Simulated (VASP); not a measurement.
# Ba2Os (I4/mmm) in VASP: further runs

Ba2Os is run at these levels: PBEsol; tasks: single point, relaxation of cell and atoms.

All numbers are computed with VASP 6.6.1; they aren't measurements. Logs are shortened: lines on timing, memory, paths and dates and some standing lists are left out, and cuts for length are marked.

## Step 1: The cell of the first run

It takes space group I4/mmm (No. 139, tetragonal). The conventional cell has a = 3.667 Å, b = 3.667 Å, c = 13.899 Å, α = 90.00°, β = 90.00°, γ = 90.00°. Os (site symmetry 4/mmm) has 8 Ba at 3.13 Å and 4 Os at 3.67 Å within 4.1 Å. Within 4.1 Å of Ba (site symmetry 4mm) lie 4 Os at 3.13 Å and 5 Ba at 3.51 to 3.67 Å.

## Step 2: Single point, PBEsol, collinear spin

Contents of INCAR:

```
  PREC = Accurate
  ENCUT = 560
  EDIFF = 1E-6
  ISMEAR = 1
  SIGMA = 0.05
  LREAL = False
  LASPH = True
  NELM = 200
  ALGO = Normal
  ISIF = 2
  LWAVE = False
  LCHARG = False
  ISPIN = 2
  MAGMOM = -1 -2 4
  LORBIT = 11
  LMAXMIX = 4
  GGA = PS
  NBANDS = 29
  GGA_COMPAT = False
```

Contents of KPOINTS:

```
regular mesh
0
Gamma
  5 5 5
```

Contents of POSCAR:

```
Ba2Os
1.0
    0.0000000000      3.6665231083      0.0000001252
    3.6665231083      0.0000000000      0.0000001252
    1.8332617914      1.8332617914     -6.9493901616
Os Ba
1 2
Direct
    0.0000000661      0.0000000661     -0.0000001322
    0.3737846166      0.3737846166      0.2524307668
    0.6262153173      0.6262153173      0.7475693653
```

Potentials or basis: VASP PAW PBE potentials, release 64 (Os_sv_GW, Ba_sv).

Launch:

```
$ cat potpaw_PBE.64/Os_sv_GW/POTCAR potpaw_PBE.64/Ba_sv/POTCAR > POTCAR
$ mpirun -np 1 vasp_std > vasp.out
```

OUTCAR:

```text
PREC = Accurate
   ENCUT = 560
   EDIFF = 1E-6
   ISMEAR = 1
   LREAL = False
   LASPH = True
   NELM = 200
   ISIF = 2
   ISPIN = 2
   LORBIT = 11
   GGA = PS

 ion  position               nearest neighbor table
   1  0.000  0.000  1.000-   3 3.13   3 3.13   3 3.13   3 3.13   2 3.13   2 3.13   2 3.13   2 3.13

   2  0.374  0.374  0.252-   1 3.13   1 3.13   1 3.13   1 3.13   3 3.51   3 4.31   3 4.31   3 4.31
                             3 4.31
   3  0.626  0.626  0.748-   1 3.13   1 3.13   1 3.13   1 3.13   2 3.51   2 4.31   2 4.31   2 4.31
                             2 4.31

  LATTYP: Found a body centered tetragonal cell.
 ALAT       =     3.6665231083
 C/A-ratio  =     3.7907249356

  Lattice vectors:

 A1 = (  -1.8332617914,   1.8332613169,   6.9493902868)
 A2 = (   1.8332613169,  -1.8332617914,   6.9493902868)
 A3 = (   1.8332617914,   1.8332617914,  -6.9493901616)

Analysis of symmetry for initial positions (statically):
=====================================================================
 Subroutine PRICEL returns:
 Original cell was already a primitive cell.

 Routine SETGRP: Setting up the symmetry group for a
 body centered tetragonal supercell.

 Subroutine GETGRP returns: Found 16 space group operations
 (whereof 16 operations were pure point group operations)
 out of a pool of 16 trial point group operations.

The static configuration has the point symmetry D_4h.

Analysis of symmetry for dynamics (positions and initial velocities):
=====================================================================
 Subroutine PRICEL returns:
 Original cell was already a primitive cell.

 Routine SETGRP: Setting up the symmetry group for a
 body centered tetragonal supercell.

 Subroutine GETGRP returns: Found 16 space group operations
 (whereof 16 operations were pure point group operations)
 out of a pool of 16 trial point group operations.

The dynamic configuration has the point symmetry D_4h.

Analysis of structural, dynamic, and magnetic symmetry:
=====================================================================
 Subroutine PRICEL returns:
 Original cell was already a primitive cell.

 Routine SETGRP: Setting up the symmetry group for a
 body centered tetragonal supercell.

 Subroutine GETGRP returns: Found  8 space group operations
 (whereof  8 operations were pure point group operations)
 out of a pool of 16 trial point group operations.

The overall configuration has the point symmetry C_4v.

 Subroutine INISYM returns: Found  8 space group operations
 (whereof  8 operations are pure point group operations),
 and found     1 'primitive' translations

----------------------------------------------------------------------------------------

                                     Primitive cell

  volume of cell :      93.4234

  direct lattice vectors                    reciprocal lattice vectors
     0.000000000  3.666523108  0.000000125    -0.000000002  0.272737949  0.071948767
     3.666523108  0.000000000  0.000000125     0.272737949 -0.000000002  0.071948767
     1.833261791  1.833261791 -6.949390162     0.000000005  0.000000005 -0.143897516

  length of vectors
     3.666523108  3.666523108  7.417258335     0.282068456  0.282068456  0.143897516

  position of ions in fractional coordinates (direct lattice)
     0.000000066  0.000000066  0.999999868
     0.373784617  0.373784617  0.252430767
     0.626215317  0.626215317  0.747569365

  ion indices of the primitive-cell ions
   primitive index   ion index
                 1           1
                 2           2
                 3           3

----------------------------------------------------------------------------------------

 KPOINTS: regular mesh

Automatic generation of k-mesh.
 Grid dimensions read from file:
 generate k-points for:    5    5    5

 Generating k-lattice:

  Cartesian coordinates                     Fractional coordinates (reciprocal lattice)
    -0.000000000  0.054547590  0.014389753     0.200000000 -0.000000000 -0.000000000
     0.054547590 -0.000000000  0.014389753    -0.000000000  0.200000000 -0.000000000
     0.000000001  0.000000001 -0.028779503    -0.000000000 -0.000000000  0.200000000

  Length of vectors
     0.056413691  0.056413691  0.028779503

  Shift w.r.t. Gamma in fractional coordinates (k-lattice)
     0.000000000  0.000000000  0.000000000

 Subroutine IBZKPT returns following result:
 ===========================================

 Found     18 irreducible k-points:

 Following reciprocal coordinates:
            Coordinates               Weight
  0.000000  0.000000  0.000000      1.000000
  0.200000  0.000000 -0.000000      8.000000
  0.400000  0.000000 -0.000000      8.000000
  0.200000  0.200000  0.000000      8.000000
  0.400000  0.200000 -0.000000     16.000000
 -0.400000  0.200000  0.000000     16.000000
[... 10 lines left out ...]
  0.000000  0.000000  0.400000      2.000000
 -0.200000  0.000000  0.400000      4.000000
   k-points           NKPTS =     18   k-points in BZ     NKDIM =     18   number of bands    NBANDS=     29
   number of dos      NEDOS =    301   number of ions     NIONS =      3
   total plane-waves  NPLWV =  47040
   dimension x,y,z NGX =    28 NGY =   28 NGZ =   60
   dimension x,y,z NGXF=    56 NGYF=   56 NGZF=  120
   ions per type =               1   2
   NGX,Y,Z   is equivalent  to a cutoff of  12.70, 12.70, 13.45 a.u.
   NGXF,Y,Z  is equivalent  to a cutoff of  25.39, 25.39, 26.90 a.u.
 SYSTEM =  unknown system
   PREC   = accura    normal or accurate (medium, high low for compatibility)
   ISTART =      0    job   : 0-new  1-cont  2-samecut
   ICHARG =      2    charge: 1-file 2-atom 10-const
   ISPIN  =      2    spin polarized calculation?
   LNONCOLLINEAR =      F non collinear calculations
   LSORBIT =      F    spin-orbit coupling
   LASPH  =      T    aspherical Exc in radial PAW
   ENCUT  =  560.0 eV  41.16 Ry    6.42 a.u.   7.07  7.07 14.31*2*pi/ulx,y,z
   NELM   =    200;   NELMIN=  2; NELMDL= -5     # of ELM steps
   EDIFF  = 0.1E-05   stopping-criterion for ELM
   LREAL  =      F    real-space projection
   EDIFFG = 0.1E-04   stopping-criterion for IOM
   NSW    =      0    number of steps for IOM
   IBRION =     -1    ionic relax: 0-MD 1-quasi-New 2-CG
   NFREE  =      0    steps in history (QN), initial steepest desc. (CG)
   ISIF   =      2    stress and relaxation
   ISYM   =      2    0-nonsym 1-usesym 2-fastsym
   POTIM  = 0.5000    time-step for ionic-motion
   TEBEG  =    0.0;   TEEND  =   0.0 temperature during run
   PSTRESS=    0.0 pullay stress
   NELECT =      36.0000    total number of electrons
   NUPDOWN=      -1.0000    fix difference up-down
   EMIN   =  10.00;   EMAX   =-10.00  energy-range for DOS
   EFERMI =   0.00;   METHOD = LEGACY
   ISMEAR =     1;   SIGMA  =   0.05  broadening in eV -4-tet -1-fermi 0-gaus
   EFERMI_NEDOS =   21; number of points for ismear=-14 and -15
   IALGO  =     38    algorithm
   IMIX   =      4    mixing-type and parameters
     AMIX     =   0.40;   BMIX     =  1.00
     AMIX_MAG =   1.60;   BMIX_MAG =  1.00
  volume/ion in A,a.u.               =      31.14       210.15
  Fermi-wavevector in a.u.,A,eV,Ry     =   1.191307  2.251244 19.309567  1.419213
  Thomas-Fermi vector in A             =   2.327372
   LORBIT       =     11    0 simple, 1 ext, 2 COOP (PROOUT), +10 PAW based schemes
   GGA     = PS    functional components
   LHFCALC =     F    Hartree Fock is set to
   AEXX    =    0.0000 exact exchange contribution
   IVDW    =     0    specifies the selected vdW correction
   LEPSILON=     F    determine dielectric tensor
   LRPA    =     F    only Hartree local field effects (RPA)
 spin polarized calculation
 Methfessel and Paxton  Order N= 1 SIGMA  =   0.05
  energy-cutoff  :      560.00
  volume of cell :       93.42
 maximum number of plane-waves:      2831
   NGX = 15   NGY = 15   NGZ = 29

 number of electron      35.9999999 magnetization      -0.0320980

 number of electron      35.9999999 magnetization       0.0927380

 Free energy of the ion-electron system (eV)
  ---------------------------------------------------
  ext. energy  EPLUGINS =         0.00000000
  ---------------------------------------------------
  free energy    TOTEN  =       -15.37082231 eV

  energy without entropy =      -15.37046227  energy(sigma->0) =      -15.37070230

 E-fermi :   4.2153     XC(G=0):  -9.9609

 val. band max:        4.2074148261   @ k =  -0.4000   0.2000   0.0000
 cond. band min:       4.2409963913   @ k =  -0.4000   0.4000   0.0000
 fundamental gap:      0.0335815652
 Fermi energy:         4.2152714325

 spin component 1

 k-point     1 :       0.0000    0.0000    0.0000
  band No.  band energies     occupation
      1     -80.3312      1.00000
      2     -39.7498      1.00000
      3     -39.7498      1.00000
      4     -39.6881      1.00000
      5     -23.3509      1.00000
      6     -23.1776      1.00000
[... 21 lines left out ...]
     28      11.4410      0.00000
     29      11.4870      0.00000

 k-point     2 :       0.2000    0.0000   -0.0000
  band No.  band energies     occupation
      1     -80.3311      1.00000
      2     -39.7570      1.00000
      3     -39.7493      1.00000
      4     -39.6873      1.00000
      5     -23.2886      1.00000
      6     -23.1394      1.00000
[... 21 lines left out ...]
     28      10.8824      0.00000
     29      11.7140      0.00000

 k-point     3 :       0.4000    0.0000   -0.0000
  band No.  band energies     occupation
      1     -80.3311      1.00000
      2     -39.7688      1.00000
      3     -39.7484      1.00000
      4     -39.6859      1.00000
      5     -23.1825      1.00000
      6     -23.0785      1.00000
[... 445 lines left out ...]
      4     -39.6878      1.00000
      5     -23.3086      1.00000
      6     -23.2219      1.00000
[... 21 lines left out ...]
     28      11.5835      0.00000
     29      12.2034      0.00000

 k-point    18 :      -0.2000    0.0000    0.4000
  band No.  band energies     occupation
      1     -80.3311      1.00000
      2     -39.7572      1.00000
      3     -39.7491      1.00000
      4     -39.6872      1.00000
      5     -23.2506      1.00000
      6     -23.1790      1.00000
[... 21 lines left out ...]
     28      10.8045      0.00000
     29      11.4636      0.00000
 Fermi energy:         4.2152714325

 spin component 2

 k-point     1 :       0.0000    0.0000    0.0000
  band No.  band energies     occupation
      1     -80.2938      1.00000
      2     -39.6952      1.00000
      3     -39.6952      1.00000
      4     -39.6533      1.00000
      5     -23.3509      1.00000
      6     -23.1776      1.00000
[... 21 lines left out ...]
     28      11.4379      0.00000
     29      11.4880      0.00000

 k-point     2 :       0.2000    0.0000   -0.0000
  band No.  band energies     occupation
      1     -80.2937      1.00000
      2     -39.7024      1.00000
      3     -39.6946      1.00000
      4     -39.6525      1.00000
      5     -23.2885      1.00000
      6     -23.1394      1.00000
[... 21 lines left out ...]
     28      10.8841      0.00000
     29      11.7151      0.00000

 k-point     3 :       0.4000    0.0000   -0.0000
  band No.  band energies     occupation
      1     -80.2937      1.00000
      2     -39.7141      1.00000
      3     -39.6937      1.00000
      4     -39.6511      1.00000
      5     -23.1824      1.00000
      6     -23.0785      1.00000
[... 446 lines left out ...]
      5     -23.3085      1.00000
      6     -23.2220      1.00000
[... 21 lines left out ...]
     28      11.5833      0.00000
     29      12.1963      0.00000

 k-point    18 :      -0.2000    0.0000    0.4000
  band No.  band energies     occupation
      1     -80.2937      1.00000
      2     -39.7025      1.00000
      3     -39.6945      1.00000
      4     -39.6524      1.00000
      5     -23.2504      1.00000
      6     -23.1791      1.00000
[... 21 lines left out ...]
     28      10.8066      0.00000
     29      11.4606      0.00000

------------------------ aborting loop because EDIFF is reached ----------------------------------------

  FORCE on cell =-STRESS in cart. coord.  units (eV):
  Direction    XX          YY          ZZ          XY          YZ          ZX
  --------------------------------------------------------------------------------------
  -------------------------------------------------------------------------------------
  Total        0.9191258      0.9191258      0.8187238      0.0000000      0.0000000      0.0000000
  in kB       15.7626777     15.7626777     14.0408186      0.0000000      0.0000001      0.0000001
  external PRESSURE =      15.1887247 kB  Pullay stress =       0.0000000 kB

 VOLUME and BASIS-vectors are now :
 -----------------------------------------------------------------------------
  energy-cutoff  :      560.00
  volume of cell :       93.42
      direct lattice vectors                 reciprocal lattice vectors
     0.000000000  3.666523108  0.000000125    -0.000000002  0.272737949  0.071948767
     3.666523108  0.000000000  0.000000125     0.272737949 -0.000000002  0.071948767
     1.833261791  1.833261791 -6.949390162     0.000000005  0.000000005 -0.143897516

 POSITION                                       TOTAL-FORCE (eV/Angst)
 -----------------------------------------------------------------------------------
      1.83326      1.83326     -6.94939         0.000000      0.000000     -0.000007
      1.83326      1.83326     -1.75424         0.000000      0.000000     -0.262677
      3.66652      3.66652     -5.19515        -0.000000     -0.000000      0.262685
 -----------------------------------------------------------------------------------
    total drift:                                0.000000      0.000000     -0.000002

  FREE ENERGIE OF THE ION-ELECTRON SYSTEM (eV)
  ---------------------------------------------------
  free  energy   TOTEN  =       -15.3708223088 eV

  energy  without entropy=      -15.3704622703  energy(sigma->0) =      -15.37070230

 total charge

# of ion       s       p       d       f       tot
--------------------------------------------------
    1        3.867   5.978   5.414   0.020  15.278
    2        2.066   5.472   0.641   0.000   8.180
    3        2.066   5.472   0.641   0.000   8.180
--------------------------------------------------
tot          8.000  16.922   6.697   0.020  31.638

 magnetization (x)

# of ion       s       p       d       f       tot
--------------------------------------------------
    1        0.013   0.001   0.075   0.000   0.089
    2        0.000   0.001  -0.002   0.000  -0.001
    3        0.000   0.001  -0.002   0.000  -0.001
--------------------------------------------------
tot          0.013   0.003   0.071   0.000   0.087
```

Wall time 59 s (1 thread of Intel Xeon 6975P-C (Granite Rapids), shared host); peak memory 0.29 GiB.

Results:

- Free energy: -15.3708 eV
- Pressure: 1.5 GPa
- Largest force: 0.263 eV/Å
- Net moment: 0.09 μB per cell
- Site moments: Os +0.09; Ba -0.00 μB
- Valence electrons inside the program's atomic spheres: Os 15.28; Ba 8.18

Forces in eV/Å, atoms in the order of the input:
```
Os   0.000  0.000  0.000
Ba   0.000  0.000 -0.263
Ba   0.000  0.000  0.263
```

Levels at points of the mesh, in eV from the Fermi level:
Spin up:
```csv
k point,band 16,band 17,band 18,band 19,band 20,band 21
"(0.00, 0.00, 0.00)",-0.57,-0.19,-0.18,-0.18,0.80,1.05
```
Spin down:
```csv
k point,band 15,band 16,band 17,band 18,band 19,band 20,band 21,band 22
"(0.00, 0.00, 0.00)",-1.62,-0.57,-0.15,-0.15,-0.15,0.79,1.04,2.89
```

Caveat: the PAW data sets were made with another functional, which shifts forces and pressure a little; spin-orbit coupling is left out, which moves the levels of the heavy elements.

## Step 3: Single point, PBEsol

This run uses another cell than the first one, of 32.84 Å³/atom.

Contents of INCAR:

```
SYSTEM = Ba2Os
  ALGO = Normal
  EDIFF = 1E-6
  ENCUT = 560
  GGA = PS
  GGA_COMPAT = .False.
  ISIF = 2
  ISMEAR = -1
  LASPH = .True.
  LCHARG = .True.
  LELF = .True.
  LREAL = .False.
  LVHAR = .True.
  LWAVE = .False.
  NBANDS = 25
  NELM = 120
  PREC = Accurate
  SIGMA = 0.1
```

Contents of KPOINTS:

```
k-points
0
Gamma
  5 5 5
  0 0 0
```

Contents of POSCAR:

```
Ba2Os
1.0
    0.0000000000      3.6474893770      0.0000001245
    3.6474893770      0.0000000000      0.0000001245
    1.8237449413      1.8237449413     -7.4042131094
Os Ba
1 2
Direct
    0.0000000000      0.0000000000      0.0000000000
    0.3796954357      0.3796954357      0.2406091285
    0.6203045643      0.6203045643      0.7593908715
```

Potentials or basis: VASP PAW PBE potentials, release 64 (Os_sv_GW, Ba_sv).

Launch:

```
$ cat potpaw_PBE.64/Os_sv_GW/POTCAR potpaw_PBE.64/Ba_sv/POTCAR > POTCAR
$ mpirun -np 1 vasp_std > vasp.out
```

It took 83 s on 1 thread of AMD EPYC 7R43 (Zen 3), shared host; peak memory 0.2 GiB.

Results (log left out):

| Quantity | Value |
| --- | --- |
| Free energy | -15.4277 eV |
| Pressure | 1.4 GPa |
| Largest force | 0.267 eV/Å |
| Band gap on the k mesh | zero (bands 18 and 19 overlap by 0.08 eV) |

Forces on the atoms (eV/Å):
```
Os   0.000  0.000  0.000
Ba   0.000  0.000 -0.267
Ba   0.000  0.000  0.267
```

Stress tensor (GPa, compression positive):
```
1.44 0.00 0.00
0.00 1.44 0.00
0.00 0.00 1.25
```

Levels at points of the mesh, in eV from the Fermi level:
```tsv
k point	band 16	band 17	band 18	band 19	band 20	band 21
(0.00, 0.00, 0.00)	-0.55	-0.19	-0.19	-0.17	0.54	0.94
```

Caveat: the PAW data sets were made with another functional, which shifts forces and pressure a little; spin-orbit coupling is left out, which moves the levels of the heavy elements.

(Part 1 of 2 ends here.)

The gap in the log of VASP goes by the Fermi energy; the results here count the filled bands.